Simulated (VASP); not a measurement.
# Ge (Pm-3m) in VASP: a series of runs

The runs below take Ge through single point, with PBE.

Everything below comes from runs of VASP 6.6.1. Logs are shortened: lines on timing, memory, paths and dates and some standing lists are left out, and cuts for length are marked.

## (1) The cell of the first run

The structure is cubic, space group Pm-3m (No. 221). Conventional cell: a = 2.286 Å, b = 2.286 Å, c = 2.286 Å, α = 90.00°, β = 90.00°, γ = 90.00°. Within 3.0 Å of Ge (site symmetry m-3m) lie 6 Ge at 2.29 Å.

## (2) Single point, PBE (volume scaled by 0.6)

Contents of INCAR:

```
PREC     = Accurate       # precision mode
ENCUT    = 520            # plane-wave cutoff, eV
EDIFF    = 1E-7           # SCF threshold, eV
ISMEAR   = -1             # smearing method
SIGMA    = 0.08           # smearing width, eV
LREAL    = F              # projectors in reciprocal space
LASPH    = T              # aspherical terms in the spheres
NELM     = 80             # most SCF steps
ALGO     = Normal         # electronic algorithm
ISIF     = 2              # what is computed and relaxed
LWAVE    = F              # write WAVECAR
LCHARG   = F              # write CHGCAR
GGA      = PE             # functional
NBANDS   = 13             # bands
```

Contents of KPOINTS:

```
Automatic mesh
0
Gamma
  15 15 15
```

Contents of POSCAR:

```
Ge
1.0
    2.2859767169      0.0000000000      0.0000000000
    0.0000000000      2.2859767169      0.0000000000
    0.0000000000      0.0000000000      2.2859767169
Ge
1
Direct
    0.0000000000      0.0000000000      0.0000000000
```

Potentials or basis: VASP PAW PBE potentials, release 64 (Ge_d).

Started as:

```
$ cat potpaw_PBE.64/Ge_d/POTCAR > POTCAR
$ mpirun -np 1 vasp_std > vasp.out
```

OUTCAR:

```text
PREC = Accurate
   ENCUT = 520
   EDIFF = 1E-7
   ISMEAR = -1
   LREAL = F
   LASPH = T
   NELM = 80
   ISIF = 2
   GGA = PE

 ion  position               nearest neighbor table
   1  0.000  0.000  0.000-

  LATTYP: Found a simple cubic cell.
 ALAT       =     2.2859767169

  Lattice vectors:

 A1 = (   2.2859767169,   0.0000000000,   0.0000000000)
 A2 = (   0.0000000000,   2.2859767169,   0.0000000000)
 A3 = (   0.0000000000,   0.0000000000,   2.2859767169)

Analysis of symmetry for initial positions (statically):
=====================================================================
 Subroutine PRICEL returns:
 Original cell was already a primitive cell.

 Routine SETGRP: Setting up the symmetry group for a
 simple cubic supercell.

 Subroutine GETGRP returns: Found 48 space group operations
 (whereof 48 operations were pure point group operations)
 out of a pool of 48 trial point group operations.

The static configuration has the point symmetry O_h .

Analysis of symmetry for dynamics (positions and initial velocities):
=====================================================================
 Subroutine PRICEL returns:
 Original cell was already a primitive cell.

 Routine SETGRP: Setting up the symmetry group for a
 simple cubic supercell.

 Subroutine GETGRP returns: Found 48 space group operations
 (whereof 48 operations were pure point group operations)
 out of a pool of 48 trial point group operations.

The dynamic configuration has the point symmetry O_h .

 Subroutine INISYM returns: Found 48 space group operations
 (whereof 48 operations are pure point group operations),
 and found     1 'primitive' translations

----------------------------------------------------------------------------------------

                                     Primitive cell

  volume of cell :      11.9458

  direct lattice vectors                    reciprocal lattice vectors
     2.285976717  0.000000000  0.000000000     0.437449775  0.000000000  0.000000000
     0.000000000  2.285976717  0.000000000     0.000000000  0.437449775  0.000000000
     0.000000000  0.000000000  2.285976717     0.000000000  0.000000000  0.437449775

  length of vectors
     2.285976717  2.285976717  2.285976717     0.437449775  0.437449775  0.437449775

  position of ions in fractional coordinates (direct lattice)
     0.000000000  0.000000000  0.000000000

  ion indices of the primitive-cell ions
   primitive index   ion index
                 1           1

----------------------------------------------------------------------------------------

 KPOINTS: Automatic mesh

Automatic generation of k-mesh.
 Grid dimensions read from file:
 generate k-points for:   15   15   15

 Generating k-lattice:

  Cartesian coordinates                     Fractional coordinates (reciprocal lattice)
     0.029163318  0.000000000  0.000000000     0.066666667  0.000000000  0.000000000
     0.000000000  0.029163318  0.000000000     0.000000000  0.066666667  0.000000000
     0.000000000  0.000000000  0.029163318     0.000000000  0.000000000  0.066666667

  Length of vectors
     0.029163318  0.029163318  0.029163318

  Shift w.r.t. Gamma in fractional coordinates (k-lattice)
     0.000000000  0.000000000  0.000000000

 Subroutine IBZKPT returns following result:
 ===========================================

 Found    120 irreducible k-points:

 Following reciprocal coordinates:
            Coordinates               Weight
  0.000000  0.000000  0.000000      1.000000
  0.066667  0.000000  0.000000      6.000000
  0.133333  0.000000  0.000000      6.000000
  0.200000  0.000000  0.000000      6.000000
  0.266667  0.000000  0.000000      6.000000
  0.333333  0.000000  0.000000      6.000000
[... 16 lines left out ...]
  0.266667  0.200000  0.000000     24.000000
  0.333333  0.200000  0.000000     24.000000
 [... further k-points ...]
   k-points           NKPTS =    120   k-points in BZ     NKDIM =    120   number of bands    NBANDS=     13
   number of dos      NEDOS =    301   number of ions     NIONS =      1
   total plane-waves  NPLWV =   5832
   dimension x,y,z NGX =    18 NGY =   18 NGZ =   18
   dimension x,y,z NGXF=    36 NGYF=   36 NGZF=   36
   ions per type =               1
   NGX,Y,Z   is equivalent  to a cutoff of  13.09, 13.09, 13.09 a.u.
   NGXF,Y,Z  is equivalent  to a cutoff of  26.18, 26.18, 26.18 a.u.
 SYSTEM =  unknown system
   PREC   = accura    normal or accurate (medium, high low for compatibility)
   ISTART =      0    job   : 0-new  1-cont  2-samecut
   ICHARG =      2    charge: 1-file 2-atom 10-const
   ISPIN  =      1    spin polarized calculation?
   LNONCOLLINEAR =      F non collinear calculations
   LSORBIT =      F    spin-orbit coupling
   LASPH  =      T    aspherical Exc in radial PAW
   ENCUT  =  520.0 eV  38.22 Ry    6.18 a.u.   4.25  4.25  4.25*2*pi/ulx,y,z
   NELM   =     80;   NELMIN=  2; NELMDL= -5     # of ELM steps
   EDIFF  = 0.1E-06   stopping-criterion for ELM
   LREAL  =      F    real-space projection
   EDIFFG = 0.1E-05   stopping-criterion for IOM
   NSW    =      0    number of steps for IOM
   IBRION =     -1    ionic relax: 0-MD 1-quasi-New 2-CG
   NFREE  =      0    steps in history (QN), initial steepest desc. (CG)
   ISIF   =      2    stress and relaxation
   ISYM   =      2    0-nonsym 1-usesym 2-fastsym
   POTIM  = 0.5000    time-step for ionic-motion
   TEBEG  =    0.0;   TEEND  =   0.0 temperature during run
   PSTRESS=    0.0 pullay stress
   NELECT =      14.0000    total number of electrons
   NUPDOWN=      -1.0000    fix difference up-down
   EMIN   =  10.00;   EMAX   =-10.00  energy-range for DOS
   EFERMI =   0.00;   METHOD = LEGACY
   ISMEAR =    -1;   SIGMA  =   0.08  broadening in eV -4-tet -1-fermi 0-gaus
   EFERMI_NEDOS =   21; number of points for ismear=-14 and -15
   IALGO  =     38    algorithm
   IMIX   =      4    mixing-type and parameters
     AMIX     =   0.40;   BMIX     =  1.00
     AMIX_MAG =   1.60;   BMIX_MAG =  1.00
  volume/ion in A,a.u.               =      11.95        80.61
  Fermi-wavevector in a.u.,A,eV,Ry     =   1.726020  3.261704 40.533707  2.979143
  Thomas-Fermi vector in A             =   2.801410
   LORBIT       =      0    0 simple, 1 ext, 2 COOP (PROOUT), +10 PAW based schemes
   GGA     = PE    functional components
[... 5 lines left out ...]
 non-spin polarized calculation
  energy-cutoff  :      520.00
  volume of cell :       11.95
 maximum number of plane-waves:       341
 NGX is ok and might be reduce to    18
   NGX =  9   NGY =  9   NGZ =  9

 number of electron      13.9999992 magnetization

 Free energy of the ion-electron system (eV)
  ---------------------------------------------------
  ext. energy  EPLUGINS =         0.00000000
  ---------------------------------------------------
  free energy    TOTEN  =        -2.52523289 eV

  energy without entropy =       -2.52053934  energy(sigma->0) =       -2.52288612

 E-fermi :  12.8986     XC(G=0): -13.6868

 val. band max:       12.8218076677   @ k =   0.3333   0.3333   0.0000
 cond. band min:      12.9143337450   @ k =   0.2667   0.2000   0.2000
 fundamental gap:      0.0925260774
 Fermi energy:        12.8986331893

 k-point     1 :       0.0000    0.0000    0.0000
  band No.  band energies     occupation
      1     -13.1203      2.00000
      2     -13.1203      2.00000
      3     -12.1628      2.00000
      4     -12.1628      2.00000
      5     -12.1628      2.00000
      6      -5.2704      2.00000
      7      22.3689      0.00000
      8      22.3689      0.00000
      9      22.3689      0.00000
     10      25.1208      0.00000
     11      25.1208      0.00000
     12      31.2911      0.00000
     13      48.5207      0.00000

 k-point     2 :       0.0667    0.0000    0.0000
  band No.  band energies     occupation
      1     -13.1170      2.00000
      2     -13.0920      2.00000
      3     -12.1742      2.00000
      4     -12.1742      2.00000
      5     -12.1618      2.00000
      6      -5.1405      2.00000
      7      20.1454      0.00000
      8      22.5111      0.00000
      9      22.5111      0.00000
     10      25.2232      0.00000
     11      26.9635      0.00000
     12      31.9509      0.00000
     13      46.7378      0.00000

 k-point     3 :       0.1333    0.0000    0.0000
  band No.  band energies     occupation
      1     -13.1081      2.00000
      2     -13.0131      2.00000
      3     -12.2066      2.00000
      4     -12.2066      2.00000
      5     -12.1591      2.00000
      6      -4.7487      2.00000
      7      16.9837      0.00000
      8      22.9334      0.00000
      9      22.9334      0.00000
     10      25.5311      0.00000
     11      28.6449      0.00000
     12      34.2571      0.00000
     13      43.8822      0.00000
[... 305 lines left out ...]
 k-point    23 :       0.2667    0.2000    0.0000
  band No.  band energies     occupation
      1     -12.9498      2.00000
      2     -12.6256      2.00000
      3     -12.4418      2.00000
      4     -12.2978      2.00000
      5     -12.2382      2.00000
      6      -1.9914      2.00000
      7      11.8861      1.99999
      8      16.2706      0.00000
      9      25.8188      0.00000
     10      28.6631      0.00000
     11      30.5585      0.00000
     12      38.5498      0.00000
     13      40.7597      0.00000

 k-point    24 :       0.3333    0.2000    0.0000
  band No.  band energies     occupation
      1     -12.9280      2.00000
      2     -12.5075      2.00000
      3     -12.5006      2.00000
      4     -12.3478      2.00000
      5     -12.2330      2.00000
      6      -0.8031      2.00000
      7       9.2754      2.00000
      8      17.2662      0.00000
      9      26.9277      0.00000
     10      26.9556      0.00000
     11      30.7278      0.00000
     12      37.9328      0.00000
     13      38.2809      0.00000

 [... further k-points ...]

------------------------ aborting loop because EDIFF is reached ----------------------------------------

  FORCE on cell =-STRESS in cart. coord.  units (eV):
  Direction    XX          YY          ZZ          XY          YZ          ZX
  --------------------------------------------------------------------------------------
  -------------------------------------------------------------------------------------
  Total        8.4884677      8.4884677      8.4884677      0.0000000      0.0000000      0.0000000
  in kB     1138.4775553   1138.4775553   1138.4775553      0.0000000      0.0000000      0.0000000
  external PRESSURE =    1138.4775553 kB  Pullay stress =       0.0000000 kB

 VOLUME and BASIS-vectors are now :
 -----------------------------------------------------------------------------
  energy-cutoff  :      520.00
  volume of cell :       11.95
      direct lattice vectors                 reciprocal lattice vectors
     2.285976717  0.000000000  0.000000000     0.437449775  0.000000000  0.000000000
     0.000000000  2.285976717  0.000000000     0.000000000  0.437449775  0.000000000
     0.000000000  0.000000000  2.285976717     0.000000000  0.000000000  0.437449775

 POSITION                                       TOTAL-FORCE (eV/Angst)
 -----------------------------------------------------------------------------------
      0.00000      0.00000      0.00000         0.000000      0.000000      0.000000
 -----------------------------------------------------------------------------------
    total drift:                               -0.000000      0.000000      0.000000

  FREE ENERGIE OF THE ION-ELECTRON SYSTEM (eV)
  ---------------------------------------------------
  free  energy   TOTEN  =        -2.5252328904 eV

  energy  without entropy=       -2.5205393429  energy(sigma->0) =       -2.52288612
```

It took 6.5 s on 1 thread of Intel Xeon 6975P-C (Granite Rapids), shared host; peak memory 0.13 GiB.

What came out:

```
Free energy            : -2.5252 eV
Pressure               : 113.8 GPa
Band gap on the k mesh : zero (band 7 reaches 22.37 eV, above the bottom of band 8 at 10.01 eV)
```

(Continued in part 2 of 2.)
